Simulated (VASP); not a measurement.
# BaTiO3 (Amm2) in VASP: settings compared

BaTiO3 is run at these levels: PBEsol, PBE; tasks: single point, relaxation of cell and atoms.

Everything below comes from runs of VASP 6.6.1. Logs are shortened: lines on timing, memory, paths and dates and some standing lists are left out, and cuts for length are marked.

**1. The cell of the first run**

Symmetry: Amm2, No. 38, orthorhombic system. Conventional cell: a = 3.950 Å, b = 5.657 Å, c = 5.679 Å, α = 90.00°, β = 90.00°, γ = 90.00°. Within 3.6 Å of Ba (site symmetry mm2) lie 12 O at 2.75 to 2.93 Å and 8 Ti at 3.40 to 3.52 Å. Ti (site symmetry mm2) has 6 O at 1.87 to 2.15 Å within 2.5 Å. O (site symmetry m) has 2 Ti at 1.87 to 2.15 Å within 2.5 Å. O (site symmetry mm2) has 2 Ti at 1.98 Å within 2.6 Å.

**2. Single point, PBEsol**

The input, INCAR:

```
ALGO     = Normal         # electronic algorithm
EDIFF    = 1E-6           # SCF threshold, eV
ENCUT    = 520            # plane-wave cutoff, eV
GGA      = PS             # functional
ISIF     = 2              # what is computed and relaxed
ISMEAR   = -1             # smearing method
LASPH    = True           # aspherical terms in the spheres
LCHARG   = False          # write CHGCAR
LREAL    = False          # projectors in reciprocal space
LWAVE    = False          # write WAVECAR
NBANDS   = 28             # bands
NELM     = 80             # most SCF steps
PREC     = Accurate       # precision mode
SIGMA    = 0.02           # smearing width, eV
```

The input, KPOINTS:

```
k-points
0
Gamma
  6 6 6
```

The input, POSCAR:

```
BaTiO3
1.0
    3.9496487782      0.0000000000      0.0000000000
    0.0000000000      2.8283135886      2.8393178578
    0.0000000000     -2.8283135886      2.8393178578
Ba Ti O
1 1 3
Direct
    0.0000000000      0.0036852766      0.0036852766
    0.5000000000      0.5165361125      0.5165361125
    0.5000000000      0.9813991695      0.4903055006
    0.5000000000      0.4903055006      0.9813991695
    0.0000000000      0.4879739408      0.4879739408
```

Potentials or basis: VASP PAW PBE potentials, release 64 (Ba_sv, Ti_sv, O).

Started as:

```
cat potpaw_PBE.64/Ba_sv/POTCAR potpaw_PBE.64/Ti_sv/POTCAR potpaw_PBE.64/O/POTCAR > POTCAR
mpirun -np 1 vasp_std > vasp.out
```

OUTCAR:

```text
EDIFF = 1E-6
   ENCUT = 520
   GGA = PS
   ISIF = 2
   ISMEAR = -1
   LASPH = True
   LREAL = False
   NELM = 80
   PREC = Accurate

 ion  position               nearest neighbor table
   1  0.000  0.004  0.004-   5 2.75   4 2.78   3 2.78   3 2.78   4 2.78   5 2.83   5 2.83   4 2.85
                             3 2.85   3 2.85   4 2.85   5 2.93   2 3.40   2 3.40   2 3.45   2 3.45
   2  0.500  0.517  0.517-   3 1.87   4 1.87   5 1.98   5 1.98   3 2.15   4 2.15   1 3.40   1 3.40
                             1 3.45   1 3.45   1 3.45   1 3.45   1 3.52   1 3.52
   3  0.500  0.981  0.490-   2 1.87   2 2.15   1 2.78   1 2.78   1 2.85   1 2.85
   4  0.500  0.490  0.981-   2 1.87   2 2.15   1 2.78   1 2.78   1 2.85   1 2.85
   5  0.000  0.488  0.488-   2 1.98   2 1.98   1 2.75   1 2.83   1 2.83   1 2.93

  LATTYP: Found a base centered orthorhombic cell.
 ALAT       =     5.6566271772
 B/A-ratio  =     1.0038907529
 C/A-ratio  =     0.6982338865

  Lattice vectors:

 A1 = (   0.0000000000,   2.8283135886,  -2.8393178578)
 A2 = (   0.0000000000,   2.8283135886,   2.8393178578)
 A3 = (   3.9496487782,   0.0000000000,   0.0000000000)

Analysis of symmetry for initial positions (statically):
=====================================================================
 Subroutine PRICEL returns:
 Original cell was already a primitive cell.

 Routine SETGRP: Setting up the symmetry group for a
 base centered orthorhombic supercell.

 Subroutine GETGRP returns: Found  4 space group operations
 (whereof  4 operations were pure point group operations)
 out of a pool of  8 trial point group operations.

The static configuration has the point symmetry C_2v.

Analysis of symmetry for dynamics (positions and initial velocities):
=====================================================================
 Subroutine PRICEL returns:
 Original cell was already a primitive cell.

 Routine SETGRP: Setting up the symmetry group for a
 base centered orthorhombic supercell.

 Subroutine GETGRP returns: Found  4 space group operations
 (whereof  4 operations were pure point group operations)
 out of a pool of  8 trial point group operations.

The dynamic configuration has the point symmetry C_2v.

 Subroutine INISYM returns: Found  4 space group operations
 (whereof  4 operations are pure point group operations),
 and found     1 'primitive' translations

----------------------------------------------------------------------------------------

                                     Primitive cell

  volume of cell :      63.4352

  direct lattice vectors                    reciprocal lattice vectors
     3.949648778  0.000000000  0.000000000     0.253187070  0.000000000  0.000000000
     0.000000000  2.828313589  2.839317858     0.000000000  0.176783792  0.176098635
     0.000000000 -2.828313589  2.839317858     0.000000000 -0.176783792  0.176098635

  length of vectors
     3.949648778  4.007628183  4.007628183     0.253187070  0.249526027  0.249526027

  position of ions in fractional coordinates (direct lattice)
     0.000000000  0.003685277  0.003685277
     0.500000000  0.516536112  0.516536112
     0.500000000  0.981399170  0.490305501
     0.500000000  0.490305501  0.981399170
     0.000000000  0.487973941  0.487973941

  ion indices of the primitive-cell ions
   primitive index   ion index
                 1           1
                 2           2
                 3           3
                 4           4
                 5           5

----------------------------------------------------------------------------------------

 KPOINTS: k-points

Automatic generation of k-mesh.
 Grid dimensions read from file:
 generate k-points for:    6    6    6

 Generating k-lattice:

  Cartesian coordinates                     Fractional coordinates (reciprocal lattice)
     0.042197845  0.000000000  0.000000000     0.166666667  0.000000000  0.000000000
     0.000000000  0.029463965  0.029349773     0.000000000  0.166666667  0.000000000
     0.000000000 -0.029463965  0.029349773     0.000000000  0.000000000  0.166666667

  Length of vectors
     0.042197845  0.041587671  0.041587671

  Shift w.r.t. Gamma in fractional coordinates (k-lattice)
     0.000000000  0.000000000  0.000000000

 Subroutine IBZKPT returns following result:
 ===========================================

 Found     52 irreducible k-points:

 Following reciprocal coordinates:
            Coordinates               Weight
  0.000000  0.000000  0.000000      1.000000
  0.166667  0.000000  0.000000      2.000000
  0.333333  0.000000  0.000000      2.000000
  0.500000  0.000000  0.000000      1.000000
  0.000000  0.166667  0.000000      4.000000
  0.166667  0.166667  0.000000      8.000000
[... 16 lines left out ...]
  0.333333  0.333333  0.166667      8.000000
  0.500000  0.333333  0.166667      4.000000
 [... further k-points ...]
   k-points           NKPTS =     52   k-points in BZ     NKDIM =     52   number of bands    NBANDS=     28
   number of dos      NEDOS =    301   number of ions     NIONS =      5
   total plane-waves  NPLWV =  27000
   dimension x,y,z NGX =    30 NGY =   30 NGZ =   30
   dimension x,y,z NGXF=    60 NGYF=   60 NGZF=   60
   ions per type =               1   1   3
   NGX,Y,Z   is equivalent  to a cutoff of  12.63, 12.44, 12.44 a.u.
   NGXF,Y,Z  is equivalent  to a cutoff of  25.25, 24.89, 24.89 a.u.
 SYSTEM =  unknown system
   PREC   = accura    normal or accurate (medium, high low for compatibility)
   ISTART =      0    job   : 0-new  1-cont  2-samecut
   ICHARG =      2    charge: 1-file 2-atom 10-const
   ISPIN  =      1    spin polarized calculation?
   LNONCOLLINEAR =      F non collinear calculations
   LSORBIT =      F    spin-orbit coupling
   LASPH  =      T    aspherical Exc in radial PAW
   ENCUT  =  520.0 eV  38.22 Ry    6.18 a.u.   7.34  7.45  7.45*2*pi/ulx,y,z
   NELM   =     80;   NELMIN=  2; NELMDL= -5     # of ELM steps
   EDIFF  = 0.1E-05   stopping-criterion for ELM
   LREAL  =      F    real-space projection
   EDIFFG = 0.1E-04   stopping-criterion for IOM
   NSW    =      0    number of steps for IOM
   IBRION =     -1    ionic relax: 0-MD 1-quasi-New 2-CG
   NFREE  =      0    steps in history (QN), initial steepest desc. (CG)
   ISIF   =      2    stress and relaxation
   ISYM   =      2    0-nonsym 1-usesym 2-fastsym
   POTIM  = 0.5000    time-step for ionic-motion
   TEBEG  =    0.0;   TEEND  =   0.0 temperature during run
   PSTRESS=    0.0 pullay stress
   NELECT =      40.0000    total number of electrons
   NUPDOWN=      -1.0000    fix difference up-down
   EMIN   =  10.00;   EMAX   =-10.00  energy-range for DOS
   EFERMI =   0.00;   METHOD = LEGACY
   ISMEAR =    -1;   SIGMA  =   0.02  broadening in eV -4-tet -1-fermi 0-gaus
   EFERMI_NEDOS =   21; number of points for ismear=-14 and -15
   IALGO  =     38    algorithm
   IMIX   =      4    mixing-type and parameters
     AMIX     =   0.40;   BMIX     =  1.00
     AMIX_MAG =   1.60;   BMIX_MAG =  1.00
  volume/ion in A,a.u.               =      12.69        85.62
  Fermi-wavevector in a.u.,A,eV,Ry     =   1.403842  2.652876 26.813975  1.970772
  Thomas-Fermi vector in A             =   2.526463
   LORBIT       =      0    0 simple, 1 ext, 2 COOP (PROOUT), +10 PAW based schemes
   GGA     = PS    functional components
   LHFCALC =     F    Hartree Fock is set to
   AEXX    =    0.0000 exact exchange contribution
   IVDW    =     0    specifies the selected vdW correction
   LEPSILON=     F    determine dielectric tensor
   LRPA    =     F    only Hartree local field effects (RPA)
 non-spin polarized calculation
  energy-cutoff  :      520.00
  volume of cell :       63.44
 maximum number of plane-waves:      1743
 NGX is ok and might be reduce to    30
   NGX = 15   NGY = 15   NGZ = 15

 number of electron      39.9999995 magnetization

 Free energy of the ion-electron system (eV)
  ---------------------------------------------------
  ext. energy  EPLUGINS =         0.00000000
  ---------------------------------------------------
  free energy    TOTEN  =       -42.00173074 eV

  energy without entropy =      -42.00173074  energy(sigma->0) =      -42.00173074

 E-fermi :   4.1848     XC(G=0): -11.5610

 val. band max:        3.7695380089   @ k =   0.5000   0.5000   0.5000
 cond. band min:       5.8584456681   @ k =   0.0000   0.0000   0.0000
 fundamental gap:      2.0889076593
 Fermi energy:         4.1848309798

 k-point     1 :       0.0000    0.0000    0.0000
  band No.  band energies     occupation
      1     -52.3306      2.00000
      2     -28.7137      2.00000
      3     -28.7079      2.00000
      4     -28.6652      2.00000
      5     -20.9933      2.00000
      6     -13.0613      2.00000
[... 20 lines left out ...]
     27       8.7746      0.00000
     28      11.0229      0.00000

 k-point     2 :       0.1667    0.0000    0.0000
  band No.  band energies     occupation
      1     -52.3303      2.00000
      2     -28.7131      2.00000
      3     -28.7073      2.00000
      4     -28.6813      2.00000
      5     -20.9593      2.00000
      6     -13.0884      2.00000
[... 20 lines left out ...]
     27       9.3046      0.00000
     28      11.6985      0.00000

 k-point     3 :       0.3333    0.0000    0.0000
  band No.  band energies     occupation
      1     -52.3296      2.00000
      2     -28.7135      2.00000
      3     -28.7118      2.00000
      4     -28.7058      2.00000
      5     -20.8895      2.00000
      6     -13.2337      2.00000
[... 20 lines left out ...]
     27      10.5151      0.00000
     28      12.0363      0.00000

 k-point     4 :       0.5000    0.0000    0.0000
  band No.  band energies     occupation
      1     -52.3293      2.00000
      2     -28.7293      2.00000
      3     -28.7112      2.00000
      4     -28.7053      2.00000
      5     -20.8538      2.00000
      6     -13.3289      2.00000
[... 20 lines left out ...]
     27      11.3601      0.00000
     28      11.9497      0.00000

 k-point     5 :       0.0000    0.1667    0.0000
  band No.  band energies     occupation
      1     -52.3303      2.00000
      2     -28.7252      2.00000
      3     -28.7097      2.00000
      4     -28.6646      2.00000
      5     -20.9625      2.00000
      6     -13.0886      2.00000
[... 20 lines left out ...]
     27       9.3002      0.00000
     28      11.6825      0.00000

 k-point     6 :       0.1667    0.1667    0.0000
  band No.  band energies     occupation
      1     -52.3300      2.00000
      2     -28.7245      2.00000
      3     -28.7091      2.00000
      4     -28.6806      2.00000
      5     -20.9313      2.00000
      6     -13.0696      2.00000
[... 463 lines left out ...]
      5     -20.8774      2.00000
      6     -13.1241      2.00000
[... 20 lines left out ...]
     27      11.0547      0.00000
     28      12.4864      0.00000

 k-point    22 :       0.1667    0.3333    0.1667
  band No.  band energies     occupation
      1     -52.3292      2.00000
      2     -28.7504      2.00000
      3     -28.7217      2.00000
      4     -28.6788      2.00000
      5     -20.8532      2.00000
      6     -13.0164      2.00000
[... 20 lines left out ...]
     27      11.2253      0.00000
     28      12.2486      0.00000

 k-point    23 :       0.3333    0.3333    0.1667
  band No.  band energies     occupation
      1     -52.3286      2.00000
      2     -28.7486      2.00000
      3     -28.7203      2.00000
      4     -28.7100      2.00000
      5     -20.8040      2.00000
      6     -12.8356      2.00000
[... 20 lines left out ...]
     27      11.9889      0.00000
     28      12.1447      0.00000

 k-point    24 :       0.5000    0.3333    0.1667
  band No.  band energies     occupation
      1     -52.3282      2.00000
      2     -28.7477      2.00000
      3     -28.7257      2.00000
      4     -28.7196      2.00000
      5     -20.7790      2.00000
      6     -12.7838      2.00000
[... 20 lines left out ...]
     27      11.9573      0.00000
     28      12.3754      0.00000

 [... further k-points ...]
[... 5 lines left out ...]
  --------------------------------------------------------------------------------------
  -------------------------------------------------------------------------------------
  Total        0.7560239      0.7890498      0.7556749      0.0000000      0.0000000      0.0000000
  in kB       19.0948423     19.9289739     19.0860268      0.0000000      0.0000000      0.0000000
  external PRESSURE =      19.3699476 kB  Pullay stress =       0.0000000 kB

 VOLUME and BASIS-vectors are now :
 -----------------------------------------------------------------------------
  energy-cutoff  :      520.00
  volume of cell :       63.44
      direct lattice vectors                 reciprocal lattice vectors
     3.949648778  0.000000000  0.000000000     0.253187070  0.000000000  0.000000000
     0.000000000  2.828313589  2.839317858     0.000000000  0.176783792  0.176098635
     0.000000000 -2.828313589  2.839317858     0.000000000 -0.176783792  0.176098635

 POSITION                                       TOTAL-FORCE (eV/Angst)
 -----------------------------------------------------------------------------------
      0.00000      0.00000      0.02093         0.000000      0.000000     -0.036896
      1.97482      0.00000      2.93322         0.000000      0.000000     -0.056645
      1.97482      1.38897      4.17864         0.000000      0.018723      0.036744
      1.97482     -1.38897      4.17864         0.000000     -0.018723      0.036744
      0.00000      0.00000      2.77103         0.000000      0.000000      0.020053
 -----------------------------------------------------------------------------------
    total drift:                                0.000000      0.000001      0.000376

  FREE ENERGIE OF THE ION-ELECTRON SYSTEM (eV)
  ---------------------------------------------------
  free  energy   TOTEN  =       -42.0017307367 eV

  energy  without entropy=      -42.0017307367  energy(sigma->0) =      -42.00173074
```

It took 57 s on 1 thread of Intel Xeon Platinum 8488C (Sapphire Rapids), shared host; peak memory 0.23 GiB.

What came out:

- Free energy: -42.0017 eV
- Pressure: 1.9 GPa
- Largest force: 0.057 eV/Å
- Band gap on the k mesh: 2.09 eV, indirect (least direct gap 2.44 eV)

Forces in eV/Å, atoms in the order of the input:
```
Ba   0.000  0.000 -0.037
Ti   0.000  0.000 -0.057
O    0.000  0.019  0.037
O    0.000 -0.019  0.037
O    0.000  0.000  0.020
```

Levels at points of the mesh, in eV from the valence-band top:
| k point | band 18 | band 19 | band 20 | band 21 | band 22 | band 23 |
| --- | --- | --- | --- | --- | --- | --- |
| (0.00, 0.00, 0.00) | -0.45 | -0.44 | -0.35 | 2.09 | 2.28 | 2.35 |
| (0.50, 0.00, 0.00) | -1.65 | -1.12 | -0.98 | 2.48 | 3.71 | 3.86 |
| (0.00, 0.50, 0.00) | -1.76 | -0.92 | -0.78 | 2.32 | 3.75 | 3.78 |
| (0.50, 0.50, 0.00) | -0.93 | -0.91 | -0.09 | 3.80 | 3.81 | 4.16 |
| (0.00, 0.50, 0.50) | -0.92 | -0.86 | -0.23 | 3.76 | 3.80 | 4.10 |
| (0.50, 0.50, 0.50) | -0.14 | -0.02 | 0.00 | 4.35 | 4.38 | 4.47 |

Caveat: the PAW data sets were made with another functional, which shifts forces and pressure a little; spin-orbit coupling is left out, which moves the levels of the heavy elements.

**3. Relaxation of cell and atoms, PBE**

This run uses another cell than the first one, of 13.11 Å³/atom, 1.034 times its volume.

The input, INCAR:

```
PREC = Accurate
ENCUT = 600
EDIFF = 1E-7
ISMEAR = -1
SIGMA = 0.02
LREAL = False
LASPH = True
NELM = 80
ALGO = Normal
ISIF = 3
LWAVE = False
LCHARG = False
GGA = PE
IBRION = 2
NSW = 80
EDIFFG = -0.005
```

The input, KPOINTS:

```
Automatic mesh
0
Gamma
  6 6 6
```

The input, POSCAR:

```
BaTiO3
1.0
    3.9833338700      0.0000000000      0.0000000000
    0.0000000000      2.8625951084      2.8753395310
    0.0000000000     -2.8625951084      2.8753395310
Ba Ti O
1 1 3
Direct
    0.0000000000      0.0034138500      0.0034138500
    0.5000000000      0.5185038200      0.5185038200
    0.5000000000      0.9784256700      0.4913519000
    0.5000000000      0.4913519000      0.9784256700
    0.0000000000      0.4882047600      0.4882047600
```

Potentials or basis: VASP PAW PBE potentials, release 64 (Ba_sv, Ti_sv, O).

Started as:

```
cat potpaw_PBE.64/Ba_sv/POTCAR potpaw_PBE.64/Ti_sv/POTCAR potpaw_PBE.64/O/POTCAR > POTCAR
mpirun -np 1 vasp_std > vasp.out
```

Run time: 9.6 min. Hardware: 1 thread of Intel Xeon Platinum 8488C (Sapphire Rapids), shared host; peak memory 0.27 GiB.

It converged, with:

| Item | Value |
| --- | --- |
| Free energy | -40.0600 eV |
| Relaxed volume | 13.53 Å³/atom |
| Relaxed cell | a = 3.983 Å, b = 4.121 Å, c = 4.121 Å, α = 89.50°, β = 90.00°, γ = 90.00° |
| Space group after relaxing (to 0.05 Å) | Amm2 (No. 38) |
| Energy gained by relaxing | 3.9 meV/atom |
| Ionic steps | 14 |
| Pressure after relaxing | 0.0 GPa |
| Largest force after relaxing | 0.003 eV/Å |
| Band gap on the k mesh | 2.33 eV, indirect (least direct gap 2.89 eV) |

Forces in eV/Å, atoms in the order of the input:
```
Ba   0.000  0.000 -0.003
Ti   0.000  0.000  0.002
O    0.000 -0.003  0.001
O    0.000  0.003  0.001
O    0.000  0.000 -0.002
```

The path:
```
step  energy change (eV)  largest force (eV/Å)  pressure (GPa)  volume (Å³)
   1              0.0000                0.0643            2.88        65.57
   2             -0.0031                0.3525           -2.37        67.84
   3             -0.0108                0.2218           -0.05        66.79
   4             -0.0143                0.1294           -0.01        66.99
   5             -0.0161                0.0741            0.10        67.27
   6             -0.0183                0.0657           -0.13        67.53
   7             -0.0189                0.0597           -0.30        67.74
   8             -0.0192                0.0477            0.40        67.47
   9             -0.0193                0.0492            0.19        67.55
  10             -0.0196                0.0238            0.04        67.58
  11             -0.0196                0.0265            0.03        67.58
  12             -0.0197                0.0062            0.01        67.62
  13             -0.0197                0.0052            0.01        67.63
  14             -0.0197                0.0033            0.00        67.64
```

Final structure:
```
Ba Ti O
1.0
     3.98325    0.00000    0.00000
     0.00000    2.90111    2.92646
     0.00000   -2.90111    2.92646
Ba Ti O
1 1 3
Direct
  0.00000 0.00754 0.00754
  0.50000 0.52475 0.52475
  0.50000 0.97266 0.49036
  0.50000 0.49036 0.97266
  0.00000 0.48459 0.48459
```

Levels at points of the mesh, in eV from the valence-band top:
```tsv
k point	band 17	band 18	band 19	band 20	band 21	band 22	band 23	band 24
(0.00, 0.00, 0.00)	-1.11	-0.72	-0.64	-0.55	2.33	2.64	2.68	4.33
(0.50, 0.00, 0.00)	-1.61	-1.45	-1.34	-1.21	2.75	3.58	3.85	4.28
(0.00, 0.50, 0.00)	-1.75	-1.64	-1.06	-0.82	2.57	3.66	3.67	4.32
(0.50, 0.50, 0.00)	-1.71	-1.00	-0.94	-0.08	3.70	3.73	4.04	4.59
(0.00, 0.50, 0.50)	-1.60	-0.99	-0.87	-0.35	3.64	3.73	3.91	5.02
(0.50, 0.50, 0.50)	-2.40	-0.28	-0.04	0.00	4.08	4.13	4.31	6.15
```

Caveat: spin-orbit coupling is left out, which moves the levels of the heavy elements. A k mesh can miss the band edges.
